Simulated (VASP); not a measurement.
# AlSi16 (a cell with a defect) in VASP: single point with PBE+D3(BJ)

Aim: the single point of AlSi16 (a cell with a defect) with PBE+D3(BJ).

All numbers are computed with VASP 6.6.1; they aren't measurements. Logs are shortened: lines on timing, memory, paths and dates and some standing lists are left out, and cuts for length are marked.

## Step 1: The cell of the first run

The cell holds a defect, 17 atoms: a = 7.679 Å, b = 7.679 Å, c = 7.679 Å, α = 60.00°, β = 60.00°, γ = 60.00°.

## Step 2: Single point, PBE+D3(BJ), collinear spin

Input file INCAR:

```
PREC = Accurate
ENCUT = 520
EDIFF = 1E-6
ISMEAR = -1
SIGMA = 0.02
LREAL = Auto
LASPH = T
NELM = 150
ALGO = Normal
ISIF = 2
LWAVE = F
LCHARG = F
ISPIN = 2
MAGMOM = 0 0 0 0 0 0 0 0 0 0 0 0 0 0 0 0 1
LORBIT = 11
GGA = PE
IVDW = 12
NBANDS = 52
```

Input file KPOINTS:

```
regular mesh
0
Gamma
  2 2 2
```

Input file POSCAR:

```
AlSi16
1.0
    0.0000000000      5.4300000000      5.4300000000
    5.4300000000      0.0000000000      5.4300000000
    5.4300000000      5.4300000000      0.0000000000
Si Al
16 1
Direct
   -0.0213259669      0.0782872928     -0.0470165746
    0.1985543278      0.1690699816      0.0277624309
    0.0783793738      0.0312891344      0.3954511971
    0.1706169429      0.1599723757      0.5810036832
    0.0085819521      0.5358379374     -0.0434990792
    0.1775046041      0.6618324125      0.0904143646
   -0.0043278085      0.5257642726      0.4764456722
    0.0614548803      0.7045303867      0.5634438306
    0.5461325967      0.0329650092     -0.1095948435
    0.6177992634      0.2432504604     -0.0273020258
    0.5922928177     -0.0555709024      0.5392357274
    0.7102670350      0.1913535912      0.5039871087
    0.4168692449      0.3966298343      0.2542357274
    0.6432596685      0.6458379374      0.1133333333
    0.4841988950      0.5748802947      0.4696500921
    0.6358931860      0.5846961326      0.6806077348
    0.7423941068      0.8113812155      0.2397605893
```

Potentials or basis: VASP PAW PBE potentials, release 64 (Si, Al).

Command:

```bash
> cat potpaw_PBE.64/Si/POTCAR potpaw_PBE.64/Al/POTCAR > POTCAR
> mpirun -np 1 vasp_std > vasp.out
```

OUTCAR:

```text
PREC = Accurate
   ENCUT = 520
   EDIFF = 1E-6
   ISMEAR = -1
   LREAL = Auto
   LASPH = T
   NELM = 150
   ISIF = 2
   ISPIN = 2
   LORBIT = 11
   GGA = PE
   IVDW = 12
 IVDW          = 12

 ion  position               nearest neighbor table
   1  0.979  0.078  0.953-  10 2.36   4 2.38   2 2.49   6 2.65  17 2.75
   2  0.199  0.169  0.028-   9 2.20   3 2.31   5 2.35   1 2.49
   3  0.078  0.031  0.395-   8 2.21   2 2.31  12 2.32   4 2.57
   4  0.171  0.160  0.581-   7 2.32   1 2.38   3 2.57  13 2.70  11 2.73
   5  0.009  0.536  0.957-  14 2.30   2 2.35   8 2.52   6 2.69  17 3.04
   6  0.178  0.662  0.090-  13 2.26   7 2.46   1 2.65   5 2.69  17 2.73
   7  0.996  0.526  0.476-   8 2.13   4 2.32  16 2.33   6 2.46  17 2.68  13 2.71
   8  0.061  0.705  0.563-   7 2.13   3 2.21   5 2.52  15 2.68
   9  0.546  0.033  0.890-   2 2.20  10 2.36  12 2.46  14 2.51  11 2.91  17 3.05
  10  0.618  0.243  0.973-   9 2.36   1 2.36  13 2.42  16 2.47  17 2.85
  11  0.592  0.944  0.539-  16 2.32  12 2.33  17 2.49   4 2.73   9 2.91  13 3.06
  12  0.710  0.191  0.504-   3 2.32  11 2.33   9 2.46  15 2.52  13 3.00
  13  0.417  0.397  0.254-   6 2.26  10 2.42  14 2.69   4 2.70   7 2.71  15 2.95  12 3.00  11 3.06

  14  0.643  0.646  0.113-  15 2.26   5 2.30  17 2.47   9 2.51  13 2.69
  15  0.484  0.575  0.470-  14 2.26  16 2.47  12 2.52   8 2.68  17 2.69  13 2.95
  16  0.636  0.585  0.681-  11 2.32   7 2.33  15 2.47  10 2.47  17 2.81
  17  0.742  0.811  0.240-  14 2.47  11 2.49   7 2.68  15 2.69   6 2.73   1 2.75  16 2.81  10 2.85
                             5 3.04   9 3.05

  LATTYP: Found a face centered cubic cell.
 ALAT       =    10.8600000000

  Lattice vectors:

 A1 = (   0.0000000000,   5.4300000000,   5.4300000000)
 A2 = (   5.4300000000,   0.0000000000,   5.4300000000)
 A3 = (   5.4300000000,   5.4300000000,   0.0000000000)

Analysis of symmetry for initial positions (statically):
=====================================================================
 Subroutine PRICEL returns:
 Original cell was already a primitive cell.

 Routine SETGRP: Setting up the symmetry group for a
 face centered cubic supercell.

 Subroutine GETGRP returns: Found  1 space group operations
 (whereof  1 operations were pure point group operations)
 out of a pool of 48 trial point group operations.

The static configuration has the point symmetry C_1 .

Analysis of symmetry for dynamics (positions and initial velocities):
=====================================================================
 Subroutine PRICEL returns:
 Original cell was already a primitive cell.

 Routine SETGRP: Setting up the symmetry group for a
 face centered cubic supercell.

 Subroutine GETGRP returns: Found  1 space group operations
 (whereof  1 operations were pure point group operations)
 out of a pool of 48 trial point group operations.

The dynamic configuration has the point symmetry C_1 .

Analysis of structural, dynamic, and magnetic symmetry:
=====================================================================
 Subroutine PRICEL returns:
 Original cell was already a primitive cell.

 Routine SETGRP: Setting up the symmetry group for a
 face centered cubic supercell.

 Subroutine GETGRP returns: Found  1 space group operations
 (whereof  1 operations were pure point group operations)
 out of a pool of 48 trial point group operations.

The overall configuration has the point symmetry C_1 .

 Subroutine INISYM returns: Found  1 space group operations
 (whereof  1 operations are pure point group operations),
 and found     1 'primitive' translations

----------------------------------------------------------------------------------------

                                     Primitive cell

  volume of cell :     320.2060

  direct lattice vectors                    reciprocal lattice vectors
     0.000000000  5.430000000  5.430000000    -0.092081031  0.092081031  0.092081031
     5.430000000  0.000000000  5.430000000     0.092081031 -0.092081031  0.092081031
     5.430000000  5.430000000  0.000000000     0.092081031  0.092081031 -0.092081031

  length of vectors
     7.679179644  7.679179644  7.679179644     0.159489025  0.159489025  0.159489025
[... 78 lines left out ...]
   total plane-waves  NPLWV = 216000
   dimension x,y,z NGX =    60 NGY =   60 NGZ =   60
   dimension x,y,z NGXF=   120 NGYF=  120 NGZF=  120
   ions per type =              16   1
   NGX,Y,Z   is equivalent  to a cutoff of  12.99, 12.99, 12.99 a.u.
   NGXF,Y,Z  is equivalent  to a cutoff of  25.98, 25.98, 25.98 a.u.
 SYSTEM =  unknown system
   PREC   = accura    normal or accurate (medium, high low for compatibility)
   ISTART =      0    job   : 0-new  1-cont  2-samecut
   ICHARG =      2    charge: 1-file 2-atom 10-const
   ISPIN  =      2    spin polarized calculation?
   LNONCOLLINEAR =      F non collinear calculations
   LSORBIT =      F    spin-orbit coupling
   LASPH  =      T    aspherical Exc in radial PAW
   ENCUT  =  520.0 eV  38.22 Ry    6.18 a.u.  14.28 14.28 14.28*2*pi/ulx,y,z
   NELM   =    150;   NELMIN=  2; NELMDL= -5     # of ELM steps
   EDIFF  = 0.1E-05   stopping-criterion for ELM
   LREAL  =      T    real-space projection
   EDIFFG = 0.1E-04   stopping-criterion for IOM
   NSW    =      0    number of steps for IOM
   IBRION =     -1    ionic relax: 0-MD 1-quasi-New 2-CG
   NFREE  =      0    steps in history (QN), initial steepest desc. (CG)
   ISIF   =      2    stress and relaxation
   ISYM   =      2    0-nonsym 1-usesym 2-fastsym
   POTIM  = 0.5000    time-step for ionic-motion
   TEBEG  =    0.0;   TEEND  =   0.0 temperature during run
   PSTRESS=    0.0 pullay stress
   NELECT =      67.0000    total number of electrons
   NUPDOWN=      -1.0000    fix difference up-down
   EMIN   =  10.00;   EMAX   =-10.00  energy-range for DOS
   EFERMI =   0.00;   METHOD = LEGACY
   ISMEAR =    -1;   SIGMA  =   0.02  broadening in eV -4-tet -1-fermi 0-gaus
   EFERMI_NEDOS =   21; number of points for ismear=-14 and -15
   IALGO  =     38    algorithm
   IMIX   =      4    mixing-type and parameters
     AMIX     =   0.40;   BMIX     =  1.00
     AMIX_MAG =   1.60;   BMIX_MAG =  1.00
  volume/ion in A,a.u.               =      18.84       127.11
  Fermi-wavevector in a.u.,A,eV,Ry     =   0.971904  1.836632 12.852022  0.944597
  Thomas-Fermi vector in A             =   2.102159
   LORBIT       =     11    0 simple, 1 ext, 2 COOP (PROOUT), +10 PAW based schemes
   GGA     = PE    functional components
   LHFCALC =     F    Hartree Fock is set to
   AEXX    =    0.0000 exact exchange contribution
   IVDW    =    12    specifies the selected vdW correction
   LEPSILON=     F    determine dielectric tensor
   LRPA    =     F    only Hartree local field effects (RPA)
 spin polarized calculation
  energy-cutoff  :      520.00
  volume of cell :      320.21
 maximum number of plane-waves:      8646
 NGX is ok and might be reduce to    60
   NGX = 29   NGY = 29   NGZ = 29

 number of electron      67.0000000 magnetization       0.0064035

 Free energy of the ion-electron system (eV)
  ---------------------------------------------------
  ext. energy  EPLUGINS =         0.00000000
  ---------------------------------------------------
  free energy    TOTEN  =       -82.87903962 eV

  energy without entropy =      -82.86704096  energy(sigma->0) =      -82.87304029

 E-fermi :   6.6660     XC(G=0):  -9.7702

 val. band max:        6.6631397508   @ k =   0.0000   0.0000   0.5000
 cond. band min:       6.6724193163   @ k =   0.0000   0.0000   0.0000
 fundamental gap:      0.0092795655
 Fermi energy:         6.6660182702

 spin component 1

 k-point     1 :       0.0000    0.0000    0.0000
  band No.  band energies     occupation
      1      -5.9611      1.00000
      2      -3.9109      1.00000
      3      -3.3839      1.00000
      4      -3.3262      1.00000
      5      -3.1238      1.00000
      6      -2.5630      1.00000
[... 373 lines left out ...]
     44       9.9853      0.00000
     45      10.1469      0.00000
 Fermi energy:         6.6660182702

 spin component 2

 k-point     1 :       0.0000    0.0000    0.0000
  band No.  band energies     occupation
      1      -5.9608      1.00000
      2      -3.9106      1.00000
      3      -3.3836      1.00000
      4      -3.3259      1.00000
      5      -3.1234      1.00000
      6      -2.5626      1.00000
[... 373 lines left out ...]
     44       9.9858      0.00000
     45      10.1474      0.00000
 [bands above 45 left out]

------------------------ aborting loop because EDIFF is reached ----------------------------------------

 Edisp (eV)   -5.59018

 E8    (eV) :    -2.3167

  FORCE on cell =-STRESS in cart. coord.  units (eV):
  Direction    XX          YY          ZZ          XY          YZ          ZX
  --------------------------------------------------------------------------------------
  -------------------------------------------------------------------------------------
  Total       1.89243    -4.43101    -1.00825    -0.51433    -0.14051     1.03294
  in kB       9.46893   -22.17091    -5.04485    -2.57348    -0.70305     5.16839
  external pressure =       -5.92 kB  Pullay stress =        0.00 kB

 VOLUME and BASIS-vectors are now :
 -----------------------------------------------------------------------------
  energy-cutoff  :      520.00
  volume of cell :      320.21
      direct lattice vectors                 reciprocal lattice vectors
     0.000000000  5.430000000  5.430000000    -0.092081031  0.092081031  0.092081031
     5.430000000  0.000000000  5.430000000     0.092081031 -0.092081031  0.092081031
     5.430000000  5.430000000  0.000000000     0.092081031  0.092081031 -0.092081031

 POSITION                                       TOTAL-FORCE (eV/Angst)
 -----------------------------------------------------------------------------------
      5.59980     10.48890      5.73930        -0.689288      1.298849      0.509876
      1.06880      1.22890      1.99620         0.892042     -1.953582     -1.731512
      2.31720      2.57290      0.59550         1.648491      0.461468      1.477500
      4.02350      4.08130      1.79510        -1.653382      0.404619     -0.074480
      8.10340      5.24040      2.95620        -0.026169      0.289147      1.669118
      4.08470      1.45480      4.55760         0.151203     -2.920548     -0.640838
[... 9 lines left out ...]
      6.87060      7.14860      6.62780        -0.119394     -0.393198     -1.201356
      5.70770      5.33310      8.43700         0.270376      0.401366      0.671185
 -----------------------------------------------------------------------------------
    total drift:                               -0.004212      0.001177     -0.006520

  FREE ENERGIE OF THE ION-ELECTRON SYSTEM (eV)
  ---------------------------------------------------
  free  energy   TOTEN  =       -88.4692212329 eV

  energy  without entropy=      -88.4572225755  energy(sigma->0) =      -88.46322190

 total charge

# of ion       s       p       d       tot
------------------------------------------
    1        0.765   0.857   0.000   1.622
    2        0.756   0.945   0.000   1.700
    3        0.754   0.935   0.000   1.689
    4        0.768   0.839   0.000   1.606
    5        0.757   0.861   0.000   1.618
    6        0.802   0.806   0.000   1.609
[... 9 lines left out ...]
   16        0.790   0.857   0.000   1.648
   17        0.448   0.334   0.000   0.783
--------------------------------------------------
tot         12.911  14.278   0.000  27.188

 magnetization (x)

# of ion       s       p       d       tot
------------------------------------------
    1        0.000   0.000   0.000   0.000
    2        0.000   0.000   0.000   0.000
    3        0.000  -0.000   0.000   0.000
    4        0.000   0.000   0.000   0.000
    5        0.000   0.000   0.000   0.000
    6        0.000   0.000   0.000   0.000
[... 9 lines left out ...]
   16        0.000   0.000   0.000   0.000
   17        0.000   0.000   0.000   0.000
--------------------------------------------------
tot          0.001   0.001   0.000   0.001
```

It took 14 min on 1 thread of Oxide Virtual Turin-like, shared host; peak memory 0.67 GiB.

What came out:

- Free energy: -88.4692 eV
- Pressure: -0.6 GPa
- Largest force: 3.568 eV/Å
- Net moment: 0.01 μB per cell
- Valence electrons inside the program's atomic spheres: Si 1.62, 1.70, 1.69, 1.61, 1.74, 1.66, 1.64, 1.63, 1.67, 1.65 (each value once); Al 0.78
- Dispersion energy per atom: -0.329 eV

Forces in eV/Å, atoms in the order of the input:
```
Si  -0.689  1.299  0.510
Si   0.892 -1.954 -1.732
Si   1.648  0.461  1.478
Si  -1.653  0.405 -0.074
Si  -0.026  0.289  1.669
Si   0.151 -2.921 -0.641
Si  -1.695 -1.424 -1.329
Si   1.228  3.245  0.834
Si  -1.401  1.247  0.828
Si   0.498  0.126  0.530
Si   0.471 -1.316 -0.373
Si   1.256 -0.670 -0.412
Si  -0.531  1.722  0.624
Si  -0.840 -1.630  0.102
Si   0.541  1.112 -1.484
Si  -0.119 -0.393 -1.201
Al   0.270  0.401  0.671
```

Levels at points of the mesh, in eV from the Fermi level:
Spin up:
| k point | band 31 | band 32 | band 33 | band 34 | band 35 | band 36 |
| --- | --- | --- | --- | --- | --- | --- |
| (0.00, 0.00, 0.00) | -0.80 | -0.67 | -0.40 | -0.26 | 0.01 | 0.20 |
| (0.50, 0.00, 0.00) | -0.78 | -0.59 | -0.36 | 0.18 | 0.35 | 0.54 |
| (0.00, 0.50, 0.00) | -0.88 | -0.69 | -0.21 | 0.21 | 0.30 | 0.65 |
| (0.00, 0.00, 0.50) | -1.01 | -0.83 | -0.29 | -0.09 | 0.00 | 0.54 |
| (0.50, 0.50, 0.50) | -1.07 | -0.75 | -0.59 | 0.13 | 0.23 | 0.75 |
| (0.50, 0.50, 0.00) | -1.12 | -0.96 | -0.54 | 0.03 | 0.65 | 1.02 |
| (0.00, 0.50, 0.50) | -1.38 | -0.74 | -0.19 | -0.03 | 0.44 | 0.78 |
| (0.50, 0.00, 0.50) | -1.16 | -1.03 | -0.40 | 0.26 | 0.63 | 1.09 |
Spin down:
```csv
k point,band 31,band 32,band 33,band 34,band 35,band 36
"(0.00, 0.00, 0.00)",-0.80,-0.67,-0.39,-0.26,0.01,0.20
"(0.50, 0.00, 0.00)",-0.78,-0.59,-0.36,0.19,0.35,0.54
"(0.00, 0.50, 0.00)",-0.88,-0.69,-0.21,0.21,0.31,0.65
"(0.00, 0.00, 0.50)",-1.01,-0.83,-0.29,-0.09,0.00,0.54
"(0.50, 0.50, 0.50)",-1.07,-0.75,-0.59,0.13,0.23,0.75
"(0.50, 0.50, 0.00)",-1.12,-0.96,-0.53,0.03,0.65,1.02
"(0.00, 0.50, 0.50)",-1.38,-0.74,-0.19,-0.03,0.44,0.78
"(0.50, 0.00, 0.50)",-1.16,-1.03,-0.39,0.26,0.63,1.09
```

Caveat: the k points lie up to 0.50 Å⁻¹ apart; the atoms stand as in a frame of molecular dynamics.
